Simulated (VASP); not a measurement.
# LiH (F-43m) in VASP: settings compared

LiH is run at these levels: LDA, r2SCAN; tasks: relaxation of cell and atoms.

All numbers are computed with VASP 6.6.1; they aren't measurements. Logs are shortened: lines on timing, memory, paths and dates and some standing lists are left out, and cuts for length are marked.

## 1. The cell of the first run

Symmetry: F-43m, No. 216, cubic system. Conventional cell: a = 4.287 Å, b = 4.287 Å, c = 4.287 Å, α = 90.00°, β = 90.00°, γ = 90.00°. Within 2.5 Å of Li (site symmetry -43m) lie 4 H at 1.86 Å. H (site symmetry -43m) has 4 Li at 1.86 Å within 2.5 Å.

## 2. Relaxation of cell and atoms, LDA

Input file INCAR:

```
SYSTEM = LiH
PREC     = Accurate       ! precision mode
ENCUT    = 600            ! plane-wave cutoff, eV
EDIFF    = 1E-6           ! SCF threshold, eV
ISMEAR   = -1             ! smearing method
SIGMA    = 0.02           ! smearing width, eV
LREAL    = .FALSE.        ! projectors in reciprocal space
LASPH    = .TRUE.         ! aspherical terms in the spheres
NELM     = 60             ! most SCF steps
ALGO     = Normal         ! electronic algorithm
ISIF     = 3              ! what is computed and relaxed
LWAVE    = .FALSE.        ! write WAVECAR
LCHARG   = .FALSE.        ! write CHGCAR
IBRION   = 2              ! ionic algorithm
NSW      = 80             ! ionic steps
EDIFFG   = -0.005         ! ionic threshold
```

Input file KPOINTS:

```
regular mesh
0
G
  10 10 10
  0 0 0
```

Input file POSCAR:

```
LiH
1.0
    0.0000000000      2.1433375124      2.1433375124
    2.1433375124      0.0000000000      2.1433375124
    2.1433375124      2.1433375124      0.0000000000
Li H
1 1
Direct
    0.0000000000      0.0000000000      0.0000000000
    0.2500000000      0.2500000000      0.2500000000
```

Potentials or basis: VASP PAW LDA potentials, release 64 (Li_sv, H).

Launch:

```console
$ cat potpaw_LDA.64/Li_sv/POTCAR potpaw_LDA.64/H/POTCAR > POTCAR
$ mpirun -np 1 vasp_std > vasp.out
```

OUTCAR:

```text
SYSTEM = LiH
   PREC = Accurate
   ENCUT = 600
   EDIFF = 1E-6
   ISMEAR = -1
   LREAL = .FALSE.
   LASPH = .TRUE.
   NELM = 60
   ISIF = 3
   IBRION = 2
   NSW = 80
   EDIFFG = -0.005

 ion  position               nearest neighbor table
   1  0.000  0.000  0.000-
   2  0.250  0.250  0.250-

  LATTYP: Found a face centered cubic cell.
 ALAT       =     4.2866750248

  Lattice vectors:

 A1 = (   0.0000000000,   2.1433375124,   2.1433375124)
 A2 = (   2.1433375124,   0.0000000000,   2.1433375124)
 A3 = (   2.1433375124,   2.1433375124,   0.0000000000)

Analysis of symmetry for initial positions (statically):
=====================================================================
 Subroutine PRICEL returns:
 Original cell was already a primitive cell.

 Routine SETGRP: Setting up the symmetry group for a
 face centered cubic supercell.

 Subroutine GETGRP returns: Found 24 space group operations
 (whereof 24 operations were pure point group operations)
 out of a pool of 48 trial point group operations.

The static configuration has the point symmetry T_d .

Analysis of symmetry for dynamics (positions and initial velocities):
=====================================================================
 Subroutine PRICEL returns:
 Original cell was already a primitive cell.

 Routine SETGRP: Setting up the symmetry group for a
 face centered cubic supercell.

 Subroutine GETGRP returns: Found 24 space group operations
 (whereof 24 operations were pure point group operations)
 out of a pool of 48 trial point group operations.

The dynamic configuration has the point symmetry T_d .

 Subroutine INISYM returns: Found 24 space group operations
 (whereof 24 operations are pure point group operations),
 and found     1 'primitive' translations

----------------------------------------------------------------------------------------

                                     Primitive cell

  volume of cell :      19.6925

  direct lattice vectors                    reciprocal lattice vectors
     0.000000000  2.143337512  2.143337512    -0.233281038  0.233281038  0.233281038
     2.143337512  0.000000000  2.143337512     0.233281038 -0.233281038  0.233281038
     2.143337512  2.143337512  0.000000000     0.233281038  0.233281038 -0.233281038

  length of vectors
     3.031136979  3.031136979  3.031136979     0.404054611  0.404054611  0.404054611

  position of ions in fractional coordinates (direct lattice)
     0.000000000  0.000000000  0.000000000
     0.250000000  0.250000000  0.250000000

  ion indices of the primitive-cell ions
   primitive index   ion index
                 1           1
                 2           2

----------------------------------------------------------------------------------------

 KPOINTS: regular mesh

Automatic generation of k-mesh.
 Grid dimensions read from file:
 generate k-points for:   10   10   10

 Generating k-lattice:

  Cartesian coordinates                     Fractional coordinates (reciprocal lattice)
    -0.023328104  0.023328104  0.023328104     0.100000000  0.000000000  0.000000000
     0.023328104 -0.023328104  0.023328104     0.000000000  0.100000000  0.000000000
     0.023328104  0.023328104 -0.023328104     0.000000000  0.000000000  0.100000000

  Length of vectors
     0.040405461  0.040405461  0.040405461

  Shift w.r.t. Gamma in fractional coordinates (k-lattice)
     0.000000000  0.000000000  0.000000000

 Subroutine IBZKPT returns following result:
 ===========================================

 Found     47 irreducible k-points:

 Following reciprocal coordinates:
            Coordinates               Weight
  0.000000  0.000000  0.000000      1.000000
  0.100000  0.000000  0.000000      8.000000
  0.200000  0.000000  0.000000      8.000000
  0.300000  0.000000  0.000000      8.000000
  0.400000  0.000000  0.000000      8.000000
  0.500000  0.000000  0.000000      4.000000
[... 16 lines left out ...]
  0.300000  0.300000  0.000000      6.000000
  0.400000  0.300000  0.000000     24.000000
 [... further k-points ...]
   k-points           NKPTS =     47   k-points in BZ     NKDIM =     47   number of bands    NBANDS=      6
   number of dos      NEDOS =    301   number of ions     NIONS =      2
   total plane-waves  NPLWV =  13824
   dimension x,y,z NGX =    24 NGY =   24 NGZ =   24
   dimension x,y,z NGXF=    48 NGYF=   48 NGZF=   48
   ions per type =               1   1
   NGX,Y,Z   is equivalent  to a cutoff of  13.16, 13.16, 13.16 a.u.
   NGXF,Y,Z  is equivalent  to a cutoff of  26.33, 26.33, 26.33 a.u.
 SYSTEM =  LiH
   PREC   = accura    normal or accurate (medium, high low for compatibility)
   ISTART =      0    job   : 0-new  1-cont  2-samecut
   ICHARG =      2    charge: 1-file 2-atom 10-const
   ISPIN  =      1    spin polarized calculation?
   LNONCOLLINEAR =      F non collinear calculations
   LSORBIT =      F    spin-orbit coupling
   LASPH  =      T    aspherical Exc in radial PAW
   ENCUT  =  600.0 eV  44.10 Ry    6.64 a.u.   6.05  6.05  6.05*2*pi/ulx,y,z
   NELM   =     60;   NELMIN=  2; NELMDL= -5     # of ELM steps
   EDIFF  = 0.1E-05   stopping-criterion for ELM
   LREAL  =      F    real-space projection
   EDIFFG = -.5E-02   stopping-criterion for IOM
   NSW    =     80    number of steps for IOM
   IBRION =      2    ionic relax: 0-MD 1-quasi-New 2-CG
   NFREE  =      1    steps in history (QN), initial steepest desc. (CG)
   ISIF   =      3    stress and relaxation
   ISYM   =      2    0-nonsym 1-usesym 2-fastsym
   POTIM  = 0.5000    time-step for ionic-motion
   TEBEG  =    0.0;   TEEND  =   0.0 temperature during run
   PSTRESS=    0.0 pullay stress
   NELECT =       4.0000    total number of electrons
   NUPDOWN=      -1.0000    fix difference up-down
   EMIN   =  10.00;   EMAX   =-10.00  energy-range for DOS
   EFERMI =   0.00;   METHOD = LEGACY
   ISMEAR =    -1;   SIGMA  =   0.02  broadening in eV -4-tet -1-fermi 0-gaus
   EFERMI_NEDOS =   21; number of points for ismear=-14 and -15
   IALGO  =     38    algorithm
   IMIX   =      4    mixing-type and parameters
     AMIX     =   0.40;   BMIX     =  1.00
     AMIX_MAG =   1.60;   BMIX_MAG =  1.00
  volume/ion in A,a.u.               =       9.85        66.45
  Fermi-wavevector in a.u.,A,eV,Ry     =   0.962338  1.818555 12.600277  0.926094
  Thomas-Fermi vector in A             =   2.091788
   LORBIT       =      0    0 simple, 1 ext, 2 COOP (PROOUT), +10 PAW based schemes
   GGA     = CA    functional components
   LHFCALC =     F    Hartree Fock is set to
   AEXX    =    0.0000 exact exchange contribution
   IVDW    =     0    specifies the selected vdW correction
   LEPSILON=     F    determine dielectric tensor
   LRPA    =     F    only Hartree local field effects (RPA)
 conjugate gradient relaxation of ions
 non-spin polarized calculation
  energy-cutoff  :      600.00
  volume of cell :       19.69
 maximum number of plane-waves:       678
   NGX = 13   NGY = 13   NGZ = 13

--------------------------------------- Ionic step        1  -------------------------------------------

 number of electron       3.9999993 magnetization

 Free energy of the ion-electron system (eV)
  ---------------------------------------------------
  ext. energy  EPLUGINS =         0.00000000
  ---------------------------------------------------
  free energy    TOTEN  =        -6.33928798 eV

  energy without entropy =       -6.33928798  energy(sigma->0) =       -6.33928798

------------------------ aborting loop because EDIFF is reached ----------------------------------------

  FORCE on cell =-STRESS in cart. coord.  units (eV):
  Direction    XX          YY          ZZ          XY          YZ          ZX
  --------------------------------------------------------------------------------------
  -------------------------------------------------------------------------------------
  Total       -0.2661462     -0.2661462     -0.2661462      0.0000000     -0.0000000      0.0000000
  in kB      -21.6535534    -21.6535534    -21.6535534      0.0000000     -0.0000000      0.0000000
  external PRESSURE =     -21.6535534 kB  Pullay stress =       0.0000000 kB
[... 57 lines left out ...]
  energy  without entropy=       -6.3438526759  energy(sigma->0) =       -6.34385268

--------------------------------------- Ionic step        3  -------------------------------------------

 number of electron       4.0000004 magnetization

 E-fermi :  -1.0355     XC(G=0):  -8.2539

 val. band max:       -1.4439553362   @ k =  -0.3000   0.5000   0.2000
 cond. band min:       2.6538482274   @ k =   0.5000   0.0000   0.0000
 fundamental gap:      4.0978035636
 Fermi energy:        -1.0354709257

 k-point     1 :       0.0000    0.0000    0.0000
  band No.  band energies     occupation
      1     -43.7401      2.00000
      2      -5.3578      2.00000
      3      12.3727      0.00000
      4      16.1259      0.00000
      5      16.1259      0.00000
      6      16.1259      0.00000

 k-point     2 :       0.1000    0.0000    0.0000
  band No.  band energies     occupation
      1     -43.7369      2.00000
      2      -5.1968      2.00000
      3      11.2685      0.00000
      4      14.9547      0.00000
      5      15.5727      0.00000
      6      15.5727      0.00000
[... 231 lines left out ...]
  energy  without entropy=       -6.3502166843  energy(sigma->0) =       -6.35021668

--------------------------------------- Ionic step        4  -------------------------------------------

 number of electron       4.0000006 magnetization

 Free energy of the ion-electron system (eV)
  ---------------------------------------------------
  ext. energy  EPLUGINS =         0.00000000
  ---------------------------------------------------
  free energy    TOTEN  =        -6.35044769 eV

  energy without entropy =       -6.35044769  energy(sigma->0) =       -6.35044769

 E-fermi :  -0.9072     XC(G=0):  -8.2915

 val. band max:       -1.4055186674   @ k =  -0.3000   0.5000   0.2000
 cond. band min:       2.7126731403   @ k =   0.5000   0.0000   0.0000
 fundamental gap:      4.1181918077
 Fermi energy:        -0.9071900854

 k-point     1 :       0.0000    0.0000    0.0000
  band No.  band energies     occupation
      1     -43.6778      2.00000
      2      -5.3465      2.00000
      3      12.5300      0.00000
      4      16.2898      0.00000
      5      16.2898      0.00000
      6      16.2898      0.00000

 k-point     2 :       0.1000    0.0000    0.0000
  band No.  band energies     occupation
      1     -43.6743      2.00000
      2      -5.1849      2.00000
      3      11.4085      0.00000
      4      15.1131      0.00000
      5      15.7303      0.00000
      6      15.7303      0.00000
[... 227 lines left out ...]
  FREE ENERGIE OF THE ION-ELECTRON SYSTEM (eV)
  ---------------------------------------------------
  free  energy   TOTEN  =        -6.3504476886 eV

  energy  without entropy=       -6.3504476886  energy(sigma->0) =       -6.35044769

 reached required accuracy - stopping structural energy minimisation
```

Wall time 9.6 s (1 thread of Intel Xeon Platinum 8488C (Sapphire Rapids), shared host); peak memory 0.12 GiB.

Results:

```
Free energy                            : -6.3504 eV
Relaxed volume                         : 9.07 Å³/atom
Relaxed cell                           : a = 2.949 Å, b = 2.949 Å, c = 2.949 Å, α = 60.00°, β = 60.00°, γ = 60.00°
Space group after relaxing (to 0.05 Å) : F-43m (No. 216)
Energy gained by relaxing              : 5.6 meV/atom
Ionic steps                            : 4
Pressure after relaxing                : 0.0 GPa
Band gap on the k mesh                 : 4.12 eV, indirect (least direct gap 5.20 eV)
```

Step by step:
| step | energy change (eV) | largest force (eV/Å) | pressure (GPa) | volume (Å³) |
| --- | --- | --- | --- | --- |
| 1 | 0.0000 | 0.0000 | -2.17 | 19.69 |
| 2 | -0.0046 | 0.0000 | -1.71 | 19.32 |
| 3 | -0.0109 | 0.0000 | -0.34 | 18.35 |
| 4 | -0.0112 | 0.0000 | 0.01 | 18.13 |

Final structure:
```xyz
2
Lattice="0.0000 2.0851 2.0851 2.0851 0.0000 2.0851 2.0851 2.0851 0.0000" Properties=species:S:1:pos:R:3 pbc="T T T"
Li    0.0000    2.0851    2.0851
H     1.0426    1.0426    1.0426
```

Caveat: the cutoff is under 1.25 times the usual one of these potentials, so pressure, stress and relaxed cells hold a basis-set (Pulay) error.

## 3. Relaxation of cell and atoms, r2SCAN

POSCAR is that of step 2.

Input file INCAR.step1:

```
  ALGO = Normal
  EDIFF = 1E-4
  ENCUT = 600
  GGA = PE
  ISMEAR = -1
  LASPH = T
  LCHARG = F
  LREAL = F
  LWAVE = T
  NELM = 80
  PREC = Accurate
  SIGMA = 0.02
```

Input file INCAR.step2:

```
  ALGO = Normal
  EDIFF = 1E-6
  EDIFFG = -0.005
  ENCUT = 600
  IBRION = 2
  ISIF = 3
  ISMEAR = -1
  ISTART = 1
  LASPH = T
  LCHARG = F
  LMIXTAU = T
  LREAL = F
  LWAVE = F
  METAGGA = R2SCAN
  NELM = 80
  NSW = 80
  PREC = Accurate
  SIGMA = 0.02
```

Input file KPOINTS:

```
k-points
0
Gamma
  10 10 10
```

Potentials or basis: VASP PAW PBE potentials, release 64 (Li_sv, H).

Launch:

```console
$ cat potpaw_PBE.64/Li_sv/POTCAR potpaw_PBE.64/H/POTCAR > POTCAR
$ cp INCAR.step1 INCAR
$ mpirun -np 1 vasp_std > vasp.out
$ cp INCAR.step2 INCAR
$ mpirun -np 1 vasp_std > vasp.out
```

Run time: 18 s. Hardware: 1 thread of Intel Xeon Platinum 8488C (Sapphire Rapids), shared host; peak memory 0.14 GiB.

It converged, with:

```
Free energy             : -6.7119 eV
Pressure after relaxing : -0.1 GPa
Band gap on the k mesh  : 4.83 eV, indirect (least direct gap 5.85 eV)
```

Final structure:
```
CELL_PARAMETERS angstrom
0.00000 2.14334 2.14334
2.14334 0.00000 2.14334
2.14334 2.14334 0.00000
ATOMIC_POSITIONS crystal
Li 0.00000 0.00000 0.00000
H 0.25000 0.25000 0.25000
```

Levels at points of the mesh, in eV from the valence-band top:
| k point | band 1 | band 2 | band 3 | band 4 | band 5 | band 6 |
| --- | --- | --- | --- | --- | --- | --- |
| (0.00, 0.00, 0.00) | -44.69 | -3.65 | 14.18 | 18.92 | 18.92 | 18.92 |
| (0.50, 0.00, 0.00) | -44.66 | -1.03 | 4.83 | 16.28 | 16.28 | 17.39 |
| (0.50, 0.50, 0.00) | -44.66 | -0.30 | 7.88 | 10.81 | 11.58 | 11.58 |

Caveat: the cutoff is under 1.25 times the usual one of these potentials, so pressure, stress and relaxed cells hold a basis-set (Pulay) error; the relaxation stopped at its first step, so nothing moved; the PAW data sets were made with another functional, which shifts forces and pressure a little. r2SCAN opens gaps a little over a GGA but as a rule still falls short of measured ones.
